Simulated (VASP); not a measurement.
# Ge4P (P6/mmm) in VASP: notebook, part 2 of 2

VASP 6.6.1. The steps go on from the part before.

## Step 4: Relaxation of cell and atoms, PBE

INCAR

```
SYSTEM = Ge4P
PREC     = Accurate       ! precision mode
ENCUT    = 600            ! plane-wave cutoff, eV
EDIFF    = 1E-6           ! SCF threshold, eV
ISMEAR   = 0              ! smearing method
SIGMA    = 0.1            ! smearing width, eV
LREAL    = .FALSE.        ! projectors in reciprocal space
LASPH    = .TRUE.         ! aspherical terms in the spheres
NELM     = 100            ! most SCF steps
ALGO     = Normal         ! electronic algorithm
ISIF     = 3              ! what is computed and relaxed
LWAVE    = .FALSE.        ! write WAVECAR
LCHARG   = .FALSE.        ! write CHGCAR
GGA      = PE             ! functional
IBRION   = 2              ! ionic algorithm
NSW      = 90             ! ionic steps
EDIFFG   = -0.04          ! ionic threshold
```

KPOINTS

```
Automatic mesh
0
G
  6 6 4
  0 0 0
```

POSCAR

```
Ge4P
1.0
    4.6311872600      0.0000000000      0.0000000000
   -2.3155936300      4.0107258200      0.0000000000
    0.0000000000      0.0000000000      5.4371207000
Ge P
4 1
Direct
    0.5000000000      0.0000000000      0.5000000000
    0.0000000000      0.5000000000      0.5000000000
    0.5000000000      0.5000000000      0.5000000000
    0.0000000000      0.0000000000      0.5000000000
    0.0000000000      0.0000000000      0.0000000000
```

The run is started by

```bash
cat potpaw_PBE.64/Ge_d/POTCAR potpaw_PBE.64/P/POTCAR > POTCAR
mpirun -np 1 vasp_std > vasp.out
```

Wall time 7.1 min (1 thread of Intel Xeon 6975P-C (Granite Rapids), shared host); peak memory 0.31 GiB.

It converged, with:

- Free energy: -19.5393 eV
- Relaxed volume: 26.03 Å³/atom
- Relaxed cell: a = 5.607 Å, b = 5.607 Å, c = 4.780 Å, α = 90.00°, β = 90.00°, γ = 120.00°
- Space group after relaxing (to 0.05 Å): P6/mmm (No. 191)
- Energy gained by relaxing: 1303.8 meV/atom
- Ionic steps: 10
- Pressure after relaxing: 0.0 GPa

Stress tensor (GPa, compression positive):
```
 0.14  0.00  0.00
 0.00  0.14  0.00
 0.00  0.00 -0.19
```

The path:
| step | energy change (eV) | largest force (eV/Å) | pressure (GPa) | volume (Å³) |
| --- | --- | --- | --- | --- |
| 1 | 0.0000 | 0.0000 | 37.93 | 100.99 |
| 2 | -4.9575 | 0.0000 | -7.17 | 180.54 |
| 3 | -6.1053 | 0.0000 | -2.35 | 143.12 |
| 4 | -6.1107 | 0.0000 | -3.13 | 145.96 |
| 5 | -6.1117 | 0.0000 | -2.96 | 144.95 |
| 6 | -6.4509 | 0.0000 | -1.70 | 136.37 |
| 7 | -6.5157 | 0.0000 | -0.67 | 132.03 |
| 8 | -6.5164 | 0.0000 | -0.44 | 131.41 |
| 9 | -6.5164 | 0.0000 | -0.54 | 131.68 |
| 10 | -6.5191 | 0.0000 | 0.03 | 130.15 |

Final structure:
```cif
data_structure
_symmetry_space_group_name_H-M 'P 1'
_symmetry_Int_Tables_number 1
_cell_length_a 5.6073
_cell_length_b 5.6073
_cell_length_c 4.7797
_cell_angle_alpha 90.000
_cell_angle_beta 90.000
_cell_angle_gamma 120.000
_cell_volume 130.15
loop_
_atom_site_label
_atom_site_type_symbol
_atom_site_fract_x
_atom_site_fract_y
_atom_site_fract_z
_atom_site_occupancy
Ge1 Ge 0.50000 0.00000 0.50000 1
Ge2 Ge 0.00000 0.50000 0.50000 1
Ge3 Ge 0.50000 0.50000 0.50000 1
Ge4 Ge 0.00000 0.00000 0.50000 1
P1 P 0.00000 0.00000 0.00000 1
```

Levels at points of the mesh, in eV from the Fermi level:
```
           k point  band 26  band 27  band 28  band 29  band 30  band 31  band 32  band 33  band 34  band 35
(0.00, 0.00, 0.00)    -4.80    -4.80    -4.60    -4.28    -0.30     0.41     0.41     2.52     2.52     4.21
(0.50, 0.00, 0.00)    -4.54    -1.81    -1.29    -0.98    -0.65     0.56     0.83     1.02     1.25     1.97
(0.00, 0.00, 0.50)    -4.37    -4.37    -4.19    -1.96    -1.11    -1.11     1.37     1.37     2.30     3.24
(0.50, 0.00, 0.50)    -2.95    -1.55    -1.44    -1.02    -0.40     0.54     0.72     1.48     1.74     2.63
```

Caveat: the volume moved by over 15 % at a fixed basis, so the end points are rough.

## Step 5: Single point, PBE

This run uses another cell than the first one, of 25.92 Å³/atom, 1.283 times its volume.

INCAR

```
PREC = Accurate
ENCUT = 520
EDIFF = 1E-6
ISMEAR = 0
SIGMA = 0.1
LREAL = False
LASPH = True
NELM = 60
ALGO = Normal
ISIF = 2
LWAVE = False
LCHARG = True
GGA = PE
LELF = True
LVHAR = True
NBANDS = 38
```

KPOINTS

```
regular mesh
0
Gamma
  12 12 8
```

Changes to POSCAR since step 4:

```diff
@@ -2,5 +2,5 @@
 1.0
-    4.6311872600      0.0000000000      0.0000000000
-   -2.3155936300      4.0107258200      0.0000000000
-    0.0000000000      0.0000000000      5.4371207000
+    5.6245766524      0.0000000000      0.0000000000
+   -2.8122883262      4.8710262665      0.0000000000
+    0.0000000000      0.0000000000      4.7303054498
 Ge P
```

Potentials or basis: VASP PAW PBE potentials, release 64 (Ge_d, P).

The run is started by

```bash
cat potpaw_PBE.64/Ge_d/POTCAR potpaw_PBE.64/P/POTCAR > POTCAR
mpirun -np 1 vasp_std > vasp.out
```

OUTCAR:

```text
PREC = Accurate
   ENCUT = 520
   EDIFF = 1E-6
   ISMEAR = 0
   LREAL = False
   LASPH = True
   NELM = 60
   ISIF = 2
   GGA = PE

 ion  position               nearest neighbor table
   1  0.500  0.000  0.500-   2 2.81   3 2.81   3 2.81   2 2.81   4 2.81   4 2.81
   2  0.000  0.500  0.500-   1 2.81   4 2.81   4 2.81   1 2.81   3 2.81   3 2.81
   3  0.500  0.500  0.500-   1 2.81   4 2.81   1 2.81   4 2.81   2 2.81   2 2.81
   4  0.000  0.000  0.500-   5 2.37   5 2.37   2 2.81   3 2.81   2 2.81   3 2.81   1 2.81   1 2.81

   5  0.000  0.000  0.000-   4 2.37   4 2.37

  LATTYP: Found a hexagonal cell.
 ALAT       =     5.6245766524
 C/A-ratio  =     0.8410064867

  Lattice vectors:

 A1 = (   5.6245766524,   0.0000000000,   0.0000000000)
 A2 = (  -2.8122883262,   4.8710262665,   0.0000000000)
 A3 = (   0.0000000000,   0.0000000000,   4.7303054498)

Analysis of symmetry for initial positions (statically):
=====================================================================
 Subroutine PRICEL returns:
 Original cell was already a primitive cell.

 Routine SETGRP: Setting up the symmetry group for a
 hexagonal supercell.
[... 170 lines left out ...]
  free energy    TOTEN  =       -19.51931656 eV

  energy without entropy =      -19.50211784  energy(sigma->0) =      -19.51071720

 E-fermi :   3.5531     XC(G=0):  -9.2171

 val. band max:        3.5426477583   @ k =   0.3333   0.3333   0.3750
 cond. band min:       3.5600559952   @ k =   0.4167   0.1667   0.0000
 fundamental gap:      0.0174082370
 Fermi energy:         3.5531385502

 k-point     1 :       0.0000    0.0000    0.0000
  band No.  band energies     occupation
      1     -21.3323      2.00000
      2     -21.3323      2.00000
      3     -21.3235      2.00000
      4     -21.3135      2.00000
      5     -21.2699      2.00000
      6     -21.2661      2.00000
[... 973 lines left out ...]
     37       8.9393      0.00000
     38       9.2780      0.00000

 [... further k-points ...]
[... 5 lines left out ...]
  --------------------------------------------------------------------------------------
  -------------------------------------------------------------------------------------
  Total       -0.1176517     -0.1176517     -0.1455900      0.0000000      0.0000000      0.0000000
  in kB       -1.4544846     -1.4544846     -1.7998766      0.0000000      0.0000000      0.0000000
  external PRESSURE =      -1.5696153 kB  Pullay stress =       0.0000000 kB

 VOLUME and BASIS-vectors are now :
 -----------------------------------------------------------------------------
  energy-cutoff  :      520.00
  volume of cell :      129.60
      direct lattice vectors                 reciprocal lattice vectors
     5.624576652  0.000000000  0.000000000     0.177791159  0.102647773  0.000000000
    -2.812288326  4.871026267  0.000000000     0.000000000  0.205295547  0.000000000
     0.000000000  0.000000000  4.730305450     0.000000000  0.000000000  0.211402839

 POSITION                                       TOTAL-FORCE (eV/Angst)
 -----------------------------------------------------------------------------------
      2.81229      0.00000      2.36515        -0.000000      0.000000      0.000000
     -1.40614      2.43551      2.36515        -0.000000      0.000000      0.000000
      1.40614      2.43551      2.36515        -0.000000      0.000000      0.000000
      0.00000      0.00000      2.36515         0.000000      0.000000      0.000000
      0.00000      0.00000      0.00000        -0.000000      0.000000      0.000000
 -----------------------------------------------------------------------------------
    total drift:                                0.000000     -0.000000     -0.000000

  FREE ENERGIE OF THE ION-ELECTRON SYSTEM (eV)
  ---------------------------------------------------
  free  energy   TOTEN  =       -19.5193165592 eV

  energy  without entropy=      -19.5021178413  energy(sigma->0) =      -19.51071720
```

OSZICAR:

```text
N       E                     dE             d eps       ncg     rms          rms(c)
DAV:   1     0.602452069393E+03    0.60245E+03   -0.29978E+04  8578   0.381E+03
DAV:   2     0.881623520865E+02   -0.51429E+03   -0.49873E+03  7220   0.934E+02
DAV:   3    -0.130325167264E+02   -0.10119E+03   -0.98543E+02  8092   0.217E+02
DAV:   4    -0.196237169320E+02   -0.65912E+01   -0.65312E+01  8364   0.630E+01
DAV:   5    -0.198027422481E+02   -0.17903E+00   -0.17891E+00  8366   0.113E+01    0.419E+00
DAV:   6    -0.195769425332E+02    0.22580E+00   -0.10860E+00  9188   0.734E+00    0.244E+00
DAV:   7    -0.195329617426E+02    0.43981E-01   -0.22221E-01  9114   0.281E+00    0.159E+00
DAV:   8    -0.195190880774E+02    0.13874E-01   -0.60399E-02  9134   0.166E+00    0.206E-01
DAV:   9    -0.195190651753E+02    0.22902E-04   -0.13994E-02  8252   0.108E+00    0.119E-01
DAV:  10    -0.195192254034E+02   -0.16023E-03   -0.12921E-03  8446   0.109E+00    0.556E-02
DAV:  11    -0.195192830166E+02   -0.57613E-04   -0.22734E-04 10346   0.432E-01    0.288E-02
DAV:  12    -0.195193158950E+02   -0.32878E-04   -0.97735E-05  8556   0.957E-02    0.750E-03
DAV:  13    -0.195193165592E+02   -0.66412E-06   -0.40166E-06  7532   0.640E-02
   1 F= -.19519317E+02 E0= -.19510717E+02  d E =-.171987E-01
```

stdout:

```text
POSCAR found type information on POSCAR GeP
 POSCAR found :  2 types and       5 ions
 scaLAPACK will be used
 LDA part: xc-table for (Slater+PW92), standard interpolation
 POSCAR, INCAR and KPOINTS ok, starting setup
 FFT: planning ... GRIDC
 FFT: planning ... GRID_SOFT
 FFT: planning ... GRID
 WAVECAR not read
 entering main loop
```

It took 3.2 min on 1 thread of Intel Xeon 6975P-C (Granite Rapids), shared host; peak memory 0.48 GiB.

What came out:

```yaml
Free_energy: -19.5193 eV
Pressure: -0.2 GPa
```

Levels at points of the mesh, in eV from the Fermi level:
```
           k point  band 26  band 27  band 28  band 29  band 30  band 31  band 32  band 33  band 34  band 35
(0.00, 0.00, 0.00)    -4.90    -4.90    -4.65    -4.29    -0.33     0.37     0.37     2.51     2.51     4.19
(0.50, 0.00, 0.00)    -4.77    -1.95    -1.42    -1.07    -0.63     0.48     0.80     1.02     1.21     1.95
(0.00, 0.00, 0.50)    -4.43    -4.43    -4.18    -2.00    -1.23    -1.23     1.29     1.29     2.33     3.22
(0.50, 0.00, 0.50)    -3.04    -1.67    -1.52    -1.14    -0.46     0.43     0.66     1.40     1.69     2.55
```

## Step 6: Summary

| task | cell | k mesh | cutoff (eV) | gap on the mesh (eV) | pressure (GPa) |
| --- | --- | --- | --- | --- | --- |
| single point | a = 4.631, b = 4.631, c = 5.437 Å, angles 90.0, 90.0, 120.0°, 5 atoms | 6 × 6 × 4 | 520 | none | 37.9 |
| single point | a = 5.619, b = 5.619, c = 4.775 Å, angles 90.0, 90.0, 120.0°, 5 atoms | 6 × 6 × 4 | 520 | none | 0.0 |
| relaxation of cell and atoms | relaxed from a = 4.631, b = 4.631, c = 5.437 Å, angles 90.0, 90.0, 120.0°, 5 atoms | 6 × 6 × 4 | 600 | none | 0.0 |
| single point | a = 5.625, b = 5.625, c = 4.730 Å, angles 90.0, 90.0, 120.0°, 5 atoms | 12 × 12 × 8 | 520 | none | -0.2 |

Alike in all rows: level PBE; potentials or basis VASP PAW PBE potentials, release 64 (Ge_d, P); no spin polarisation; smearing gaussian 0.1 eV.

Caveats: the volume moved by over 15 % at a fixed basis, so the end points are rough (some runs).

Absolute energies hang on the potentials; compare differences alone.
